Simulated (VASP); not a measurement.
# InP (F-43m) in VASP: single point with HSE06

Aim: the single point of InP with HSE06.

Program: VASP 6.6.1. These are calculated values, not measurements. Logs are shortened: lines on timing, memory, paths and dates and some standing lists are left out, and cuts for length are marked.

### Step 1. The cell of the first run

The structure is cubic, space group F-43m (No. 216). Conventional cell: a = 5.908 Å, b = 5.908 Å, c = 5.908 Å, α = 90.00°, β = 90.00°, γ = 90.00°. In (site symmetry -43m) has 4 P at 2.56 Å within 3.4 Å. Within 3.4 Å of P (site symmetry -43m) lie 4 In at 2.56 Å.

### Step 2. Single point, HSE06

Contents of POSCAR:

```
InP
1.0
    0.0000000000      2.9537876469      2.9537876469
    2.9537876469      0.0000000000      2.9537876469
    2.9537876469      2.9537876469      0.0000000000
In P
1 1
Direct
    0.0000000000      0.0000000000      0.0000000000
    0.2500000000      0.2500000000      0.2500000000
```

Contents of INCAR.step1:

```
ALGO = Normal ; EDIFF = 1E-5
ENCUT = 520 ; GGA = PE
ISIF = 2 ; ISMEAR = 0
LASPH = True ; LCHARG = False
LREAL = False ; LWAVE = True
NBANDS = 16 ; NELM = 80
PREC = Accurate ; SIGMA = 0.01
```

Contents of INCAR.step2:

```
ALGO = Normal ; EDIFF = 1E-6
ENCUT = 520 ; GGA = PE
HFSCREEN = 0.2079 ; ISIF = 2
ISMEAR = 0 ; ISTART = 1
LASPH = True ; LCHARG = False
LHFCALC = True ; LREAL = False
LWAVE = False ; NBANDS = 16
NELM = 80 ; PREC = Accurate
PRECFOCK = Normal ; SIGMA = 0.01
```

Contents of KPOINTS:

```
k-points
0
Gamma
  6 6 6
```

Potentials or basis: VASP PAW PBE potentials, release 64 (In_d, P).

Command:

```bash
$ cat potpaw_PBE.64/In_d/POTCAR potpaw_PBE.64/P/POTCAR > POTCAR
$ cp INCAR.step1 INCAR
$ mpirun -np 1 vasp_std > vasp.out
$ cp INCAR.step2 INCAR
$ mpirun -np 1 vasp_std > vasp.out
```

OUTCAR:

```text
EDIFF = 1E-6
   ENCUT = 520
   GGA = PE
   HFSCREEN = 0.2079
   ISIF = 2
   ISMEAR = 0
   ISTART = 1
   LASPH = True
   LHFCALC = True
   LREAL = False
   NELM = 80
   PREC = Accurate
   PRECFOCK = Normal

 ion  position               nearest neighbor table
   1  0.000  0.000  0.000-   2 2.56   2 2.56   2 2.56   2 2.56
   2  0.250  0.250  0.250-   1 2.56   1 2.56   1 2.56   1 2.56

  LATTYP: Found a face centered cubic cell.
 ALAT       =     5.9075752938

  Lattice vectors:

 A1 = (   0.0000000000,   2.9537876469,   2.9537876469)
 A2 = (   2.9537876469,   0.0000000000,   2.9537876469)
 A3 = (   2.9537876469,   2.9537876469,   0.0000000000)

Analysis of symmetry for initial positions (statically):
=====================================================================
 Subroutine PRICEL returns:
 Original cell was already a primitive cell.

 Routine SETGRP: Setting up the symmetry group for a
 face centered cubic supercell.

 Subroutine GETGRP returns: Found 24 space group operations
 (whereof 24 operations were pure point group operations)
 out of a pool of 48 trial point group operations.

The static configuration has the point symmetry T_d .

Analysis of symmetry for dynamics (positions and initial velocities):
=====================================================================
 Subroutine PRICEL returns:
 Original cell was already a primitive cell.

 Routine SETGRP: Setting up the symmetry group for a
 face centered cubic supercell.

 Subroutine GETGRP returns: Found 24 space group operations
 (whereof 24 operations were pure point group operations)
 out of a pool of 48 trial point group operations.

The dynamic configuration has the point symmetry T_d .

 Subroutine INISYM returns: Found 24 space group operations
 (whereof 24 operations are pure point group operations),
 and found     1 'primitive' translations

----------------------------------------------------------------------------------------

                                     Primitive cell

  volume of cell :      51.5428

  direct lattice vectors                    reciprocal lattice vectors
     0.000000000  2.953787647  2.953787647    -0.169274186  0.169274186  0.169274186
     2.953787647  0.000000000  2.953787647     0.169274186 -0.169274186  0.169274186
     2.953787647  2.953787647  0.000000000     0.169274186  0.169274186 -0.169274186

  length of vectors
     4.177286551  4.177286551  4.177286551     0.293191491  0.293191491  0.293191491

  position of ions in fractional coordinates (direct lattice)
     0.000000000  0.000000000  0.000000000
     0.250000000  0.250000000  0.250000000

  ion indices of the primitive-cell ions
   primitive index   ion index
                 1           1
                 2           2

----------------------------------------------------------------------------------------

 KPOINTS: k-points

Automatic generation of k-mesh.
 Grid dimensions read from file:
 generate k-points for:    6    6    6

 Generating k-lattice:

  Cartesian coordinates                     Fractional coordinates (reciprocal lattice)
    -0.028212364  0.028212364  0.028212364     0.166666667  0.000000000  0.000000000
     0.028212364 -0.028212364  0.028212364     0.000000000  0.166666667  0.000000000
     0.028212364  0.028212364 -0.028212364     0.000000000  0.000000000  0.166666667

  Length of vectors
     0.048865248  0.048865248  0.048865248

  Shift w.r.t. Gamma in fractional coordinates (k-lattice)
     0.000000000  0.000000000  0.000000000

 Subroutine IBZKPT returns following result:
 ===========================================

 Found     16 irreducible k-points:

 Following reciprocal coordinates:
            Coordinates               Weight
  0.000000  0.000000  0.000000      1.000000
  0.166667  0.000000  0.000000      8.000000
  0.333333  0.000000  0.000000      8.000000
  0.500000  0.000000  0.000000      4.000000
  0.166667  0.166667  0.000000      6.000000
  0.333333  0.166667  0.000000     24.000000
[... 8 lines left out ...]
 -0.333333  0.333333  0.166667     24.000000
 -0.333333  0.500000  0.166667     12.000000
   k-points           NKPTS =     16   k-points in BZ     NKDIM =    216   number of bands    NBANDS=     16
   number of dos      NEDOS =    301   number of ions     NIONS =      2
   total plane-waves  NPLWV =  32768
   dimension x,y,z NGX =    32 NGY =   32 NGZ =   32
   dimension x,y,z NGXF=    64 NGYF=   64 NGZF=   64
   ions per type =               1   1
   NGX,Y,Z   is equivalent  to a cutoff of  12.74, 12.74, 12.74 a.u.
   NGXF,Y,Z  is equivalent  to a cutoff of  25.47, 25.47, 25.47 a.u.
 SYSTEM =  unknown system
   PREC   = accura    normal or accurate (medium, high low for compatibility)
   ISTART =      1    job   : 0-new  1-cont  2-samecut
   ICHARG =      0    charge: 1-file 2-atom 10-const
   ISPIN  =      1    spin polarized calculation?
   LNONCOLLINEAR =      F non collinear calculations
   LSORBIT =      F    spin-orbit coupling
   LASPH  =      T    aspherical Exc in radial PAW
   ENCUT  =  520.0 eV  38.22 Ry    6.18 a.u.   7.77  7.77  7.77*2*pi/ulx,y,z
   NELM   =     80;   NELMIN=  2; NELMDL=  0     # of ELM steps
   EDIFF  = 0.1E-05   stopping-criterion for ELM
   LREAL  =      F    real-space projection
   EDIFFG = 0.1E-04   stopping-criterion for IOM
   NSW    =      0    number of steps for IOM
   IBRION =     -1    ionic relax: 0-MD 1-quasi-New 2-CG
   NFREE  =      0    steps in history (QN), initial steepest desc. (CG)
   ISIF   =      2    stress and relaxation
   ISYM   =      3    0-nonsym 1-usesym 2-fastsym
   POTIM  = 0.5000    time-step for ionic-motion
   TEBEG  =    0.0;   TEEND  =   0.0 temperature during run
   PSTRESS=    0.0 pullay stress
   NELECT =      18.0000    total number of electrons
   NUPDOWN=      -1.0000    fix difference up-down
   EMIN   =  10.00;   EMAX   =-10.00  energy-range for DOS
   EFERMI =   0.00;   METHOD = LEGACY
   ISMEAR =     0;   SIGMA  =   0.01  broadening in eV -4-tet -1-fermi 0-gaus
   EFERMI_NEDOS =   21; number of points for ismear=-14 and -15
   IALGO  =     38    algorithm
   IMIX   =      1    mixing-type and parameters
     AMIX     =   0.40;   BMIX     =  1.00
     AMIX_MAG =   1.60;   BMIX_MAG =  1.00
  volume/ion in A,a.u.               =      25.77       173.91
  Fermi-wavevector in a.u.,A,eV,Ry     =   1.152860  2.178589 18.083301  1.329085
  Thomas-Fermi vector in A             =   2.289508
   LORBIT       =      0    0 simple, 1 ext, 2 COOP (PROOUT), +10 PAW based schemes
   GGA     = PE    functional components
   LHFCALC =     T    Hartree Fock is set to
   PRECFOCK=normal    Normal, Fast or Accurate (Low or Medium for compatibility)
   ENCUT4O =  -1.0   cutoff for four orbital integrals eV
   NKREDX  =     1    reduce k-point grid by
   NKREDY  =     1    reduce k-point grid by
   NKREDZ  =     1    reduce k-point grid by
   AEXX    =    0.2500 exact exchange contribution
   HFSCREEN=    0.2079 screening length (either q_TF or 0.3 A-1)
   HFSCREENC=   0.2079 screening length for correlation (either q_TF or 0.3 A-1)
   ENCUTFOCK=  -1.0 apply spherical cutoff to Coloumb kernel
   IVDW    =     0    specifies the selected vdW correction
   LEPSILON=     F    determine dielectric tensor
   LRPA    =     F    only Hartree local field effects (RPA)
 non-spin polarized calculation
 Gauss-broadening in eV      SIGMA  =   0.01
  energy-cutoff  :      520.00
  volume of cell :       51.54
 maximum number of plane-waves:      1411
  NGX = 24; NGY = 24; NGZ = 24

 number of electron      18.0000009 magnetization

 Free energy of the ion-electron system (eV)
  ---------------------------------------------------
  ext. energy  EPLUGINS =         0.00000000
  ---------------------------------------------------
  free energy    TOTEN  =        -9.98565997 eV

  energy without entropy =       -9.98565997  energy(sigma->0) =       -9.98565997

 E-fermi :   4.5968     XC(G=0):  -7.6479

 val. band max:        4.5145734395   @ k =   0.0000   0.0000   0.0000
 cond. band min:       5.8682517302   @ k =   0.0000   0.0000   0.0000
 fundamental gap:      1.3536782907
 Fermi energy:         4.5968177310

 k-point     1 :       0.0000    0.0000    0.0000
  band No.  band energies     occupation
      1     -11.3306      2.00000
      2     -11.3306      2.00000
      3     -11.3306      2.00000
      4     -11.1806      2.00000
      5     -11.1806      2.00000
      6      -8.0575      2.00000
[... 8 lines left out ...]
     15      14.9682      0.00000
     16      14.9682      0.00000

 k-point     2 :       0.1667    0.0000    0.0000
  band No.  band energies     occupation
      1     -11.3579      2.00000
      2     -11.3189      2.00000
      3     -11.3189      2.00000
      4     -11.1803      2.00000
      5     -11.1803      2.00000
      6      -7.7297      2.00000
[... 8 lines left out ...]
     15      14.0695      0.00000
     16      14.8930      0.00000

 k-point     3 :       0.3333    0.0000    0.0000
  band No.  band energies     occupation
      1     -11.4099      2.00000
      2     -11.3000      2.00000
      3     -11.3000      2.00000
      4     -11.1749      2.00000
      5     -11.1749      2.00000
      6      -6.8854      2.00000
[... 8 lines left out ...]
     15      14.5993      0.00000
     16      14.5993      0.00000

 k-point     4 :       0.5000    0.0000    0.0000
  band No.  band energies     occupation
      1     -11.4347      2.00000
      2     -11.2932      2.00000
      3     -11.2932      2.00000
      4     -11.1693      2.00000
      5     -11.1693      2.00000
      6      -6.2660      2.00000
[... 8 lines left out ...]
     15      16.2825      0.00000
     16      16.2825      0.00000

 k-point     5 :       0.1667    0.1667    0.0000
  band No.  band energies     occupation
      1     -11.3788      2.00000
      2     -11.3069      2.00000
      3     -11.3069      2.00000
      4     -11.1902      2.00000
      5     -11.1729      2.00000
      6      -7.6213      2.00000
[... 8 lines left out ...]
     15      15.2463      0.00000
     16      15.9757      0.00000

 k-point     6 :       0.3333    0.1667    0.0000
  band No.  band energies     occupation
      1     -11.4200      2.00000
      2     -11.2899      2.00000
      3     -11.2853      2.00000
      4     -11.1946      2.00000
      5     -11.1663      2.00000
      6      -6.9390      2.00000
[... 8 lines left out ...]
     15      15.5381      0.00000
     16      16.2116      0.00000
[... 115 lines left out ...]
 k-point    13 :       0.5000    0.5000    0.0000
  band No.  band energies     occupation
      1     -11.4989      2.00000
      2     -11.2329      2.00000
      3     -11.2329      2.00000
      4     -11.2267      2.00000
      5     -11.1496      2.00000
      6      -5.5823      2.00000
[... 8 lines left out ...]
     15      16.4718      0.00000
     16      17.4330      0.00000

 k-point    14 :       0.5000    0.3333    0.1667
  band No.  band energies     occupation
      1     -11.4491      2.00000
      2     -11.2786      2.00000
      3     -11.2622      2.00000
      4     -11.1983      2.00000
      5     -11.1646      2.00000
      6      -6.2275      2.00000
[... 8 lines left out ...]
     15      16.6840      0.00000
     16      17.4284      0.00000

 k-point    15 :      -0.3333    0.3333    0.1667
  band No.  band energies     occupation
      1     -11.4581      2.00000
      2     -11.2786      2.00000
      3     -11.2521      2.00000
      4     -11.1934      2.00000
      5     -11.1690      2.00000
      6      -5.7374      2.00000
[... 8 lines left out ...]
     15      16.6484      0.00000
     16      17.2493      0.00000

 k-point    16 :      -0.3333    0.5000    0.1667
  band No.  band energies     occupation
      1     -11.4765      2.00000
      2     -11.2620      2.00000
      3     -11.2391      2.00000
      4     -11.2072      2.00000
      5     -11.1614      2.00000
      6      -5.5272      2.00000
[... 8 lines left out ...]
     15      16.9466      0.00000
     16      17.6284      0.00000

------------------------ aborting loop because EDIFF is reached ----------------------------------------

  FORCE on cell =-STRESS in cart. coord.  units (eV):
  Direction    XX          YY          ZZ          XY          YZ          ZX
  --------------------------------------------------------------------------------------
  -------------------------------------------------------------------------------------
  Total       -0.1186203     -0.1186203     -0.1186203      0.0000000      0.0000000      0.0000000
  in kB       -3.6872420     -3.6872420     -3.6872420      0.0000000      0.0000000      0.0000000
  external PRESSURE =      -3.6872420 kB  Pullay stress =       0.0000000 kB

 VOLUME and BASIS-vectors are now :
 -----------------------------------------------------------------------------
  energy-cutoff  :      520.00
  volume of cell :       51.54
      direct lattice vectors                 reciprocal lattice vectors
     0.000000000  2.953787647  2.953787647    -0.169274186  0.169274186  0.169274186
     2.953787647  0.000000000  2.953787647     0.169274186 -0.169274186  0.169274186
     2.953787647  2.953787647  0.000000000     0.169274186  0.169274186 -0.169274186

 POSITION                                       TOTAL-FORCE (eV/Angst)
 -----------------------------------------------------------------------------------
      0.00000      0.00000      0.00000         0.000000     -0.000000      0.000000
      1.47689      1.47689      1.47689        -0.000000      0.000000     -0.000000
 -----------------------------------------------------------------------------------
    total drift:                                0.000062      0.000051      0.000036

  FREE ENERGIE OF THE ION-ELECTRON SYSTEM (eV)
  ---------------------------------------------------
  free  energy   TOTEN  =        -9.9856599729 eV

  energy  without entropy=       -9.9856599729  energy(sigma->0) =       -9.98565997
```

It took 61 min on 1 thread of Oxide Virtual Turin-like, shared host; peak memory 0.27 GiB.

Results:

```
Free energy            : -9.9857 eV
Pressure               : -0.4 GPa
Band gap on the k mesh : 1.35 eV
```

Caveat: the PAW data sets were made with another functional, which shifts forces and pressure a little; spin-orbit coupling is left out, which moves the levels of the heavy elements.
